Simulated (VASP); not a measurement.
# Hf2SnS2 (P-3m1) in VASP: a series of runs, part 2 of 2

VASP 6.6.1.

## (3) Relaxation of cell and atoms, PBE

This run uses another cell than the first one, of 22.94 Å³/atom.

INCAR

```
SYSTEM = Hf2SnS2
PREC     = Accurate       ! precision mode
ENCUT    = 600            ! plane-wave cutoff, eV
EDIFF    = 1E-6           ! SCF threshold, eV
ISMEAR   = 0              ! smearing method
SIGMA    = 0.1            ! smearing width, eV
LREAL    = .FALSE.        ! projectors in reciprocal space
LASPH    = .TRUE.         ! aspherical terms in the spheres
NELM     = 100            ! most SCF steps
ALGO     = Normal         ! electronic algorithm
ISIF     = 3              ! what is computed and relaxed
LWAVE    = .FALSE.        ! write WAVECAR
LCHARG   = .FALSE.        ! write CHGCAR
GGA      = PE             ! functional
IBRION   = 2              ! ionic algorithm
NSW      = 90             ! ionic steps
EDIFFG   = -0.04          ! ionic threshold
```

KPOINTS

```
Automatic mesh
0
G
  6 6 4
  0 0 0
```

POSCAR

```
Hf2SnS2
1.0
    4.3258632500      0.0000000000      0.0000000000
   -2.1629316300      3.7463074700      0.0000000000
    0.0000000000      0.0000000000      7.0774296600
Hf Sn S
2 1 2
Direct
    0.3333333300      0.6666666700      0.6330999700
    0.6666666700      0.3333333300      0.3669000300
    0.0000000000      0.0000000000      0.0000000000
    0.3333333300      0.6666666700      0.2381999900
    0.6666666700      0.3333333300      0.7618000100
```

Potentials or basis: VASP PAW PBE potentials, release 64 (Hf_pv, Sn_d, S).

Run with:

```sh
cat potpaw_PBE.64/Hf_pv/POTCAR potpaw_PBE.64/Sn_d/POTCAR potpaw_PBE.64/S/POTCAR > POTCAR
mpirun -np 1 vasp_std > vasp.out
```

OUTCAR:

```text
SYSTEM = Hf2SnS2
   PREC = Accurate
   ENCUT = 600
   EDIFF = 1E-6
   ISMEAR = 0
   LREAL = .FALSE.
   LASPH = .TRUE.
   NELM = 100
   ISIF = 3
   GGA = PE
   IBRION = 2
   NSW = 90
   EDIFFG = -0.04

 ion  position               nearest neighbor table
   1  0.333  0.667  0.633-   5 2.66   5 2.66   5 2.66   4 2.79   2 3.13   2 3.13   2 3.13   3 3.60
                             3 3.60   3 3.60
   2  0.667  0.333  0.367-   4 2.66   4 2.66   4 2.66   5 2.79   1 3.13   1 3.13   1 3.13   3 3.60
                             3 3.60   3 3.60
   3  0.000  0.000  0.000-   4 3.01   5 3.01   5 3.01   4 3.01   5 3.01   4 3.01   1 3.60   2 3.60
                             1 3.60   2 3.60   2 3.60   1 3.60
   4  0.333  0.667  0.238-   2 2.66   2 2.66   2 2.66   1 2.79   3 3.01   3 3.01   3 3.01
   5  0.667  0.333  0.762-   1 2.66   1 2.66   1 2.66   2 2.79   3 3.01   3 3.01   3 3.01

  LATTYP: Found a hexagonal cell.
 ALAT       =     4.3258632500
 C/A-ratio  =     1.6360733687

  Lattice vectors:

 A1 = (   4.3258632500,   0.0000000000,   0.0000000000)
 A2 = (  -2.1629316300,   3.7463074700,   0.0000000000)
 A3 = (   0.0000000000,   0.0000000000,   7.0774296600)

Analysis of symmetry for initial positions (statically):
=====================================================================
[... 182 lines left out ...]

  FORCE on cell =-STRESS in cart. coord.  units (eV):
  Direction    XX          YY          ZZ          XY          YZ          ZX
  --------------------------------------------------------------------------------------
  -------------------------------------------------------------------------------------
  Total       -2.7880816     -2.7880816     -6.1691981      0.0000000     -0.0000000      0.0000000
  in kB      -38.9461291    -38.9461292    -86.1762387      0.0000001     -0.0000000      0.0000000
  external PRESSURE =     -54.6894990 kB  Pullay stress =       0.0000000 kB
[... 98 lines left out ...]
  FREE ENERGIE OF THE ION-ELECTRON SYSTEM (eV)
  ---------------------------------------------------
  free  energy   TOTEN  =       -34.3875291957 eV

  energy  without entropy=      -34.3755968398  energy(sigma->0) =      -34.38156302

[... ionic steps 4 to 39 ...]

--------------------------------------- Ionic step       40  -------------------------------------------

 number of electron      46.0000000 magnetization

------------------------ aborting loop because EDIFF is reached ----------------------------------------
[... 73 lines left out ...]
--------------------------------------- Ionic step       42  -------------------------------------------

 number of electron      46.0000000 magnetization

 Free energy of the ion-electron system (eV)
  ---------------------------------------------------
  ext. energy  EPLUGINS =         0.00000000
  ---------------------------------------------------
  free energy    TOTEN  =       -36.13282182 eV

  energy without entropy =      -36.12834230  energy(sigma->0) =      -36.13058206

 E-fermi :   6.4881     XC(G=0): -10.5060

 val. band max:        6.4589763368   @ k =   0.0000   0.0000   0.0000
 cond. band min:       6.5617714876   @ k =   0.0000   0.0000   0.2500
 fundamental gap:      0.1027951508
 Fermi energy:         6.4880600999

 k-point     1 :       0.0000    0.0000    0.0000
  band No.  band energies     occupation
      1     -25.4997      2.00000
      2     -25.4997      2.00000
      3     -25.4946      2.00000
      4     -25.4946      2.00000
      5     -25.4650      2.00000
      6     -25.4300      2.00000
[... 741 lines left out ...]
  FREE ENERGIE OF THE ION-ELECTRON SYSTEM (eV)
  ---------------------------------------------------
  free  energy   TOTEN  =       -36.1328218244 eV

  energy  without entropy=      -36.1283423039  energy(sigma->0) =      -36.13058206

 reached required accuracy - stopping structural energy minimisation
```

OSZICAR:

```text
N       E                     dE             d eps       ncg     rms          rms(c)
DAV:   1     0.400215487977E+03    0.40022E+03   -0.24682E+04  1312   0.208E+03
DAV:   2     0.203386007826E+02   -0.37988E+03   -0.37183E+03  1312   0.534E+02
DAV:   3    -0.318509616130E+02   -0.52190E+02   -0.50318E+02  1618   0.145E+02
DAV:   4    -0.350108177086E+02   -0.31599E+01   -0.30300E+01  1669   0.324E+01
[... 399 lines left out ...]
DAV:   3    -0.361328667404E+02    0.12740E-03   -0.31137E-04  1662   0.147E-01    0.660E-02
DAV:   4    -0.361328285088E+02    0.38232E-04   -0.89686E-05  1702   0.818E-02    0.313E-02
DAV:   5    -0.361328238027E+02    0.47061E-05   -0.62350E-06  1576   0.171E-02    0.191E-02
DAV:   6    -0.361328220570E+02    0.17457E-05   -0.68386E-07   813   0.641E-03    0.664E-03
DAV:   7    -0.361328218244E+02    0.23257E-06   -0.23633E-07   732   0.538E-03
  42 F= -.36132822E+02 E0= -.36130582E+02  d E =-.415447E-03
```

CONTCAR:

```text
Hf2SnS2
   1.00000000000000
     4.1216335200550178    0.0000000003222671   -0.0000000000000001
    -2.0608167645123605    3.5694393351486147    0.0000000000000001
    -0.0000000000000001   -0.0000000000000001    7.4334005757156945
  Hf              Sn              S
     2     1     2
Direct
     0.3333333300000021    0.6666666699999979    0.7484982065587156
     0.6666666699999979    0.3333333300000021    0.2515017934412844
     0.0000000000000000    0.0000000000000000    0.0000000000000000
     0.3333333300000021    0.6666666699999979    0.3764787522873714
     0.6666666699999979    0.3333333300000021    0.6235212477126280

  0.00000000E+00  0.00000000E+00  0.00000000E+00
  0.00000000E+00  0.00000000E+00  0.00000000E+00
  0.00000000E+00  0.00000000E+00  0.00000000E+00
  0.00000000E+00  0.00000000E+00  0.00000000E+00
  0.00000000E+00  0.00000000E+00  0.00000000E+00
```

Wall time 22 min (1 thread of AMD EPYC 9R45 (Zen 5), shared host); peak memory 0.32 GiB.

Results:

| Quantity | Value |
| --- | --- |
| Free energy | -36.1328 eV |
| Relaxed volume | 21.87 Å³/atom |
| Relaxed cell | a = 4.122 Å, b = 4.122 Å, c = 7.433 Å, α = 90.00°, β = 90.00°, γ = 120.00° |
| Space group after relaxing (to 0.1 Å) | P-3m1 (No. 164) |
| Energy gained by relaxing | 479.0 meV/atom |
| Ionic steps | 42 |
| Pressure after relaxing | -0.1 GPa |
| Largest force after relaxing | 0.026 eV/Å |
| Band gap on the k mesh | zero (bands 23 and 24 overlap by 0.56 eV) |

Forces in eV/Å, atoms in the order of the input:
```
Hf   0.000  0.000 -0.004
Hf   0.000  0.000  0.004
Sn   0.000  0.000  0.000
S    0.000  0.000  0.026
S    0.000  0.000 -0.026
```

The path:
| step | energy change (eV) | largest force (eV/Å) | pressure (GPa) | volume (Å³) |
| --- | --- | --- | --- | --- |
| 1 | 0.0000 | 2.5657 | -5.47 | 114.70 |
| 3 | -0.6498 | 1.4777 | 5.88 | 101.98 |
| 5 | -1.4750 | 1.8420 | 2.59 | 108.97 |
| 7 | -1.8527 | 0.5494 | -3.45 | 115.84 |
| 9 | -1.9365 | 0.4006 | 0.30 | 111.67 |
| 11 | -1.9537 | 0.2152 | 0.75 | 111.57 |
| 13 | -1.9609 | 0.2128 | -0.60 | 113.38 |
| 15 | -1.9801 | 0.1528 | -0.65 | 113.70 |
| 17 | -2.0053 | 0.3563 | 1.37 | 111.09 |
| 19 | -2.0226 | 0.9270 | 4.75 | 107.18 |
| 21 | -2.0302 | 0.9880 | 5.10 | 106.73 |
| 23 | -2.0530 | 1.2120 | 6.45 | 104.95 |
| 25 | -2.0576 | 1.2858 | 7.05 | 104.32 |
| 27 | -2.1508 | 0.8474 | 6.30 | 103.99 |
| 29 | -2.1934 | 0.7931 | 5.24 | 104.59 |
| 31 | -2.3519 | 0.1792 | -1.16 | 110.83 |
| 33 | -2.3766 | 0.0870 | -0.25 | 109.74 |
| 35 | -2.3836 | 0.1364 | 0.69 | 108.77 |
| 37 | -2.3904 | 0.1310 | -0.61 | 110.18 |
| 39 | -2.3928 | 0.1145 | -0.25 | 109.72 |
| 41 | -2.3946 | 0.0664 | 0.16 | 109.18 |
| 42 | -2.3951 | 0.0262 | -0.06 | 109.36 |

Final structure:
```xyz
5
Lattice="4.1216 0.0000 0.0000 -2.0608 3.5694 0.0000 0.0000 0.0000 7.4334" Properties=species:S:1:pos:R:3 pbc="T T T"
Hf    0.0000    2.3796    5.5639
Hf    2.0608    1.1898    1.8695
Sn    0.0000    0.0000    0.0000
S     0.0000    2.3796    2.7985
S     2.0608    1.1898    4.6349
```

Caveat: spin-orbit coupling is left out, which moves the levels of the heavy elements.
